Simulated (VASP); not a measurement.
# KF (I-4m2) in VASP: settings compared

The runs below take KF through single point, with PBE, r2SCAN.

Everything below comes from runs of VASP 6.6.1. Logs are shortened: lines on timing, memory, paths and dates and some standing lists are left out, and cuts for length are marked.

## 1. The cell of the first run

Symmetry: I-4m2, No. 119, tetragonal system. Conventional cell: a = 4.151 Å, b = 4.151 Å, c = 5.533 Å, α = 90.00°, β = 90.00°, γ = 90.00°. K (site symmetry -4m2) has 4 F at 2.49 Å within 3.3 Å. F (site symmetry -4m2) has 4 K at 2.49 Å within 3.3 Å.

## 2. Single point, PBE (uniaxial z strain -5.8%)

Contents of INCAR:

```
SYSTEM = KF
  ALGO = Normal
  EDIFF = 1E-7
  ENCUT = 520
  GGA = PE
  ISIF = 2
  ISMEAR = -1
  LASPH = .True.
  LCHARG = .False.
  LREAL = .False.
  LWAVE = .False.
  NBANDS = 15
  NELM = 60
  PREC = Accurate
  SIGMA = 0.02
```

Contents of KPOINTS:

```
k-points
0
Gamma
  8 8 8
  0 0 0
```

Contents of POSCAR:

```
KF
1.0
    0.0000000000      2.9354014298      2.7666158476
    2.9354014298      0.0000000000      2.7666158476
    2.9354014298      2.9354014298      0.0000000000
K F
1 1
Direct
    0.0000000000      0.0000000000      0.0000000000
    0.2500000000      0.2500000000      0.2500000000
```

Potentials or basis: VASP PAW PBE potentials, release 64 (K_sv, F).

Started as:

```bash
> cat potpaw_PBE.64/K_sv/POTCAR potpaw_PBE.64/F/POTCAR > POTCAR
> mpirun -np 1 vasp_std > vasp.out
```

OUTCAR:

```text
SYSTEM = KF
   EDIFF = 1E-7
   ENCUT = 520
   GGA = PE
   ISIF = 2
   ISMEAR = -1
   LASPH = .True.
   LREAL = .False.
   NELM = 60
   PREC = Accurate

 ion  position               nearest neighbor table
   1  0.000  0.000  0.000-   2 2.49   2 2.49   2 2.49   2 2.49
   2  0.250  0.250  0.250-   1 2.49   1 2.49   1 2.49   1 2.49

  LATTYP: Found a body centered tetragonal cell.
 ALAT       =     4.1512845130
 C/A-ratio  =     1.3328962825

  Lattice vectors:

 A1 = (   0.0000000000,  -2.9354014298,  -2.7666158476)
 A2 = (   0.0000000000,   2.9354014298,  -2.7666158476)
 A3 = (   2.9354014298,   0.0000000000,   2.7666158476)

Analysis of symmetry for initial positions (statically):
=====================================================================
 Subroutine PRICEL returns:
 Original cell was already a primitive cell.

 Routine SETGRP: Setting up the symmetry group for a
 body centered tetragonal supercell.

 Subroutine GETGRP returns: Found  8 space group operations
 (whereof  8 operations were pure point group operations)
 out of a pool of 16 trial point group operations.

The static configuration has the point symmetry D_2d.

Analysis of symmetry for dynamics (positions and initial velocities):
=====================================================================
 Subroutine PRICEL returns:
 Original cell was already a primitive cell.

 Routine SETGRP: Setting up the symmetry group for a
 body centered tetragonal supercell.

 Subroutine GETGRP returns: Found  8 space group operations
 (whereof  8 operations were pure point group operations)
 out of a pool of 16 trial point group operations.

The dynamic configuration has the point symmetry D_2d.

 Subroutine INISYM returns: Found  8 space group operations
 (whereof  8 operations are pure point group operations),
 and found     1 'primitive' translations

----------------------------------------------------------------------------------------

                                     Primitive cell

  volume of cell :      47.6775

  direct lattice vectors                    reciprocal lattice vectors
     0.000000000  2.935401430  2.766615848    -0.170334454  0.170334454  0.180726211
     2.935401430  0.000000000  2.766615848     0.170334454 -0.170334454  0.180726211
     2.935401430  2.935401430  0.000000000     0.170334454  0.170334454 -0.180726211

  length of vectors
     4.033701130  4.033701130  4.151284513     0.301147167  0.301147167  0.301147167

  position of ions in fractional coordinates (direct lattice)
     0.000000000  0.000000000  0.000000000
     0.250000000  0.250000000  0.250000000

  ion indices of the primitive-cell ions
   primitive index   ion index
                 1           1
                 2           2

----------------------------------------------------------------------------------------

 KPOINTS: k-points

Automatic generation of k-mesh.
 Grid dimensions read from file:
 generate k-points for:    8    8    8

 Generating k-lattice:

  Cartesian coordinates                     Fractional coordinates (reciprocal lattice)
    -0.021291807  0.021291807  0.022590776     0.125000000  0.000000000  0.000000000
     0.021291807 -0.021291807  0.022590776     0.000000000  0.125000000  0.000000000
     0.021291807  0.021291807 -0.022590776     0.000000000  0.000000000  0.125000000

  Length of vectors
     0.037643396  0.037643396  0.037643396

  Shift w.r.t. Gamma in fractional coordinates (k-lattice)
     0.000000000  0.000000000  0.000000000

 Subroutine IBZKPT returns following result:
 ===========================================

 Found     59 irreducible k-points:

 Following reciprocal coordinates:
            Coordinates               Weight
  0.000000  0.000000  0.000000      1.000000
  0.125000  0.000000  0.000000      8.000000
  0.250000  0.000000  0.000000      8.000000
  0.375000  0.000000  0.000000      8.000000
  0.500000  0.000000  0.000000      4.000000
  0.125000  0.125000  0.000000      2.000000
[... 16 lines left out ...]
  0.250000  0.000000  0.125000     16.000000
  0.375000 -0.000000  0.125000     16.000000
 [... further k-points ...]
   k-points           NKPTS =     59   k-points in BZ     NKDIM =     59   number of bands    NBANDS=     15
   number of dos      NEDOS =    301   number of ions     NIONS =      2
   total plane-waves  NPLWV =  28800
   dimension x,y,z NGX =    30 NGY =   30 NGZ =   32
   dimension x,y,z NGXF=    60 NGYF=   60 NGZF=   64
   ions per type =               1   1
   NGX,Y,Z   is equivalent  to a cutoff of  12.36, 12.36, 12.81 a.u.
   NGXF,Y,Z  is equivalent  to a cutoff of  24.73, 24.73, 25.63 a.u.
 SYSTEM =  KF
   PREC   = accura    normal or accurate (medium, high low for compatibility)
   ISTART =      0    job   : 0-new  1-cont  2-samecut
   ICHARG =      2    charge: 1-file 2-atom 10-const
   ISPIN  =      1    spin polarized calculation?
   LNONCOLLINEAR =      F non collinear calculations
   LSORBIT =      F    spin-orbit coupling
   LASPH  =      T    aspherical Exc in radial PAW
   ENCUT  =  520.0 eV  38.22 Ry    6.18 a.u.   7.50  7.50  7.72*2*pi/ulx,y,z
   NELM   =     60;   NELMIN=  2; NELMDL= -5     # of ELM steps
   EDIFF  = 0.1E-06   stopping-criterion for ELM
   LREAL  =      F    real-space projection
   EDIFFG = 0.1E-05   stopping-criterion for IOM
   NSW    =      0    number of steps for IOM
   IBRION =     -1    ionic relax: 0-MD 1-quasi-New 2-CG
   NFREE  =      0    steps in history (QN), initial steepest desc. (CG)
   ISIF   =      2    stress and relaxation
   ISYM   =      2    0-nonsym 1-usesym 2-fastsym
   POTIM  = 0.5000    time-step for ionic-motion
   TEBEG  =    0.0;   TEEND  =   0.0 temperature during run
   PSTRESS=    0.0 pullay stress
   NELECT =      16.0000    total number of electrons
   NUPDOWN=      -1.0000    fix difference up-down
   EMIN   =  10.00;   EMAX   =-10.00  energy-range for DOS
   EFERMI =   0.00;   METHOD = LEGACY
   ISMEAR =    -1;   SIGMA  =   0.02  broadening in eV -4-tet -1-fermi 0-gaus
   EFERMI_NEDOS =   21; number of points for ismear=-14 and -15
   IALGO  =     38    algorithm
   IMIX   =      4    mixing-type and parameters
     AMIX     =   0.40;   BMIX     =  1.00
     AMIX_MAG =   1.60;   BMIX_MAG =  1.00
  volume/ion in A,a.u.               =      23.84       160.87
  Fermi-wavevector in a.u.,A,eV,Ry     =   1.137654  2.149854 17.609431  1.294257
  Thomas-Fermi vector in A             =   2.274359
   LORBIT       =      0    0 simple, 1 ext, 2 COOP (PROOUT), +10 PAW based schemes
   GGA     = PE    functional components
   LHFCALC =     F    Hartree Fock is set to
   AEXX    =    0.0000 exact exchange contribution
   IVDW    =     0    specifies the selected vdW correction
   LEPSILON=     F    determine dielectric tensor
   LRPA    =     F    only Hartree local field effects (RPA)
 non-spin polarized calculation
  energy-cutoff  :      520.00
  volume of cell :       47.68
 maximum number of plane-waves:      1303
 NGX is ok and might be reduce to    30
   NGX = 15   NGY = 15   NGZ = 15

 number of electron      16.0000002 magnetization

 Free energy of the ion-electron system (eV)
  ---------------------------------------------------
  ext. energy  EPLUGINS =         0.00000000
  ---------------------------------------------------
  free energy    TOTEN  =        -8.08773122 eV

  energy without entropy =       -8.08773122  energy(sigma->0) =       -8.08773122

 E-fermi :  -2.9804     XC(G=0):  -7.2465

 val. band max:       -3.5178478687   @ k =  -0.2500   0.2500   0.5000
 cond. band min:       1.7916271943   @ k =   0.0000   0.0000   0.0000
 fundamental gap:      5.3094750630
 Fermi energy:        -2.9803547745

 k-point     1 :       0.0000    0.0000    0.0000
  band No.  band energies     occupation
      1     -29.5577      2.00000
      2     -22.0933      2.00000
      3     -12.9466      2.00000
      4     -12.9409      2.00000
      5     -12.9409      2.00000
      6      -3.7819      2.00000
      7      -3.7818      2.00000
      8      -3.7818      2.00000
      9       1.7916      0.00000
     10       8.2018      0.00000
     11       8.5137      0.00000
     12       8.5137      0.00000
     13       8.6685      0.00000
     14       8.9526      0.00000
     15      13.7433      0.00000

 k-point     2 :       0.1250    0.0000    0.0000
  band No.  band energies     occupation
      1     -29.5495      2.00000
      2     -22.1088      2.00000
      3     -12.9648      2.00000
      4     -12.9516      2.00000
      5     -12.9486      2.00000
      6      -3.8141      2.00000
      7      -3.7664      2.00000
      8      -3.7598      2.00000
      9       2.1219      0.00000
     10       7.9224      0.00000
     11       8.1753      0.00000
     12       8.4996      0.00000
     13       8.8256      0.00000
     14       9.1339      0.00000
     15      12.7321      0.00000

 k-point     3 :       0.2500    0.0000    0.0000
  band No.  band energies     occupation
      1     -29.5298      2.00000
      2     -22.1464      2.00000
      3     -13.0138      2.00000
      4     -12.9773      2.00000
      5     -12.9641      2.00000
      6      -3.8470      2.00000
      7      -3.7305      2.00000
      8      -3.7172      2.00000
      9       2.9623      0.00000
     10       7.6072      0.00000
     11       7.6319      0.00000
     12       8.0373      0.00000
     13       9.2579      0.00000
     14       9.3981      0.00000
     15      11.4872      0.00000
[... 343 lines left out ...]
 k-point    23 :       0.2500    0.0000    0.1250
  band No.  band energies     occupation
      1     -29.5315      2.00000
      2     -22.1450      2.00000
      3     -13.0133      2.00000
      4     -12.9834      2.00000
      5     -12.9431      2.00000
      6      -3.8822      2.00000
      7      -3.7308      2.00000
      8      -3.6849      2.00000
      9       2.8594      0.00000
     10       6.8501      0.00000
     11       8.2213      0.00000
     12       8.5328      0.00000
     13       9.1023      0.00000
     14       9.3610      0.00000
     15      12.1753      0.00000

 k-point    24 :       0.3750   -0.0000    0.1250
  band No.  band energies     occupation
      1     -29.5116      2.00000
      2     -22.1824      2.00000
      3     -13.0799      2.00000
      4     -13.0049      2.00000
      5     -12.9465      2.00000
      6      -3.8665      2.00000
      7      -3.6999      2.00000
      8      -3.6526      2.00000
      9       3.7882      0.00000
     10       6.4376      0.00000
     11       7.7406      0.00000
     12       8.1697      0.00000
     13       9.5579      0.00000
     14       9.6566      0.00000
     15      11.2445      0.00000

 [... further k-points ...]

------------------------ aborting loop because EDIFF is reached ----------------------------------------

  FORCE on cell =-STRESS in cart. coord.  units (eV):
  Direction    XX          YY          ZZ          XY          YZ          ZX
  --------------------------------------------------------------------------------------
  -------------------------------------------------------------------------------------
  Total        0.7849232      0.7849232      0.7283741      0.0000000      0.0000000      0.0000000
  in kB       26.3769090     26.3769090     24.4766071      0.0000000      0.0000000      0.0000000
  external PRESSURE =      25.7434750 kB  Pullay stress =       0.0000000 kB

 VOLUME and BASIS-vectors are now :
 -----------------------------------------------------------------------------
  energy-cutoff  :      520.00
  volume of cell :       47.68
      direct lattice vectors                 reciprocal lattice vectors
     0.000000000  2.935401430  2.766615848    -0.170334454  0.170334454  0.180726211
     2.935401430  0.000000000  2.766615848     0.170334454 -0.170334454  0.180726211
     2.935401430  2.935401430  0.000000000     0.170334454  0.170334454 -0.180726211

 POSITION                                       TOTAL-FORCE (eV/Angst)
 -----------------------------------------------------------------------------------
      0.00000      0.00000      0.00000        -0.000000     -0.000000      0.000000
      1.46770      1.46770      1.38331         0.000000      0.000000     -0.000000
 -----------------------------------------------------------------------------------
    total drift:                                0.000003      0.000003      0.000001

  FREE ENERGIE OF THE ION-ELECTRON SYSTEM (eV)
  ---------------------------------------------------
  free  energy   TOTEN  =        -8.0877312158 eV

  energy  without entropy=       -8.0877312158  energy(sigma->0) =       -8.08773122
```

Run time: 58 s. Hardware: 1 thread of AMD EPYC 7R13, shared host; peak memory 0.16 GiB.

What came out:

```
Free energy            : -8.0877 eV
Pressure               : 2.6 GPa
Band gap on the k mesh : 5.31 eV (least direct gap 5.57 eV)
```

Stress tensor (GPa, compression positive):
```
2.64 0.00 0.00
0.00 2.64 0.00
0.00 0.00 2.45
```

Caveat: the cell differs from its parent crystal (uniaxial z strain -5.8%); the structure was generated, so it needn't be the stable form of KF. A k mesh can miss the band edges.

## 3. Single point, PBE (epitaxial xy strain +4.1%)

Contents of INCAR:

```
  ALGO = Normal
  EDIFF = 1E-6
  ENCUT = 520
  GGA = PE
  ISIF = 2
  ISMEAR = -1
  LASPH = T
  LCHARG = F
  LREAL = F
  LWAVE = F
  NBANDS = 15
  NELM = 100
  PREC = Accurate
  SIGMA = 0.02
```

Contents of KPOINTS:

```
k-points
0
Gamma
  8 8 8
```

Contents of POSCAR:

```
KF
1.0
    0.0000000000      3.0560464286      2.6671539891
    3.0560464286      0.0000000000      2.6671539891
    3.0560464286      3.0560464286      0.0000000000
K F
1 1
Direct
    0.0000000000      0.0000000000      0.0000000000
    0.2500000000      0.2500000000      0.2500000000
```

Potentials or basis: VASP PAW PBE potentials, release 64 (K_sv, F).

Started as:

```bash
> cat potpaw_PBE.64/K_sv/POTCAR potpaw_PBE.64/F/POTCAR > POTCAR
> mpirun -np 1 vasp_std > vasp.out
```

Run time: 51 s. Hardware: 1 thread of AMD EPYC 7R13, shared host; peak memory 0.17 GiB.

Results (log left out):

```
Free energy            : -8.1174 eV
Pressure               : 1.1 GPa
Band gap on the k mesh : 5.17 eV (least direct gap 5.38 eV)
```

Stress tensor (GPa, compression positive):
```
1.13 0.00 0.00
0.00 1.13 0.00
0.00 0.00 0.93
```

Levels at points of the mesh, in eV from the valence-band top:
| k point | band 4 | band 5 | band 6 | band 7 | band 8 | band 9 | band 10 | band 11 | band 12 | band 13 |
| --- | --- | --- | --- | --- | --- | --- | --- | --- | --- | --- |
| (0.00, 0.00, 0.00) | -9.59 | -9.59 | -0.21 | -0.21 | -0.21 | 5.17 | 11.22 | 11.64 | 11.64 | 12.13 |
| (0.50, 0.00, 0.00) | -9.67 | -9.61 | -0.30 | -0.15 | -0.11 | 8.08 | 9.25 | 10.56 | 11.29 | 12.87 |
| (0.50, 0.50, 0.00) | -9.76 | -9.68 | -0.45 | -0.03 | -0.03 | 8.52 | 8.57 | 12.80 | 12.80 | 12.96 |
| (0.50, 0.00, 0.50) | -9.66 | -9.60 | -0.49 | -0.03 | 0.00 | 8.21 | 8.23 | 12.05 | 12.75 | 12.91 |

Caveat: the cell differs from its parent crystal (epitaxial xy strain +4.1%); the structure was generated, so it needn't be the stable form of KF.

(Continued in part 2 of 2.)
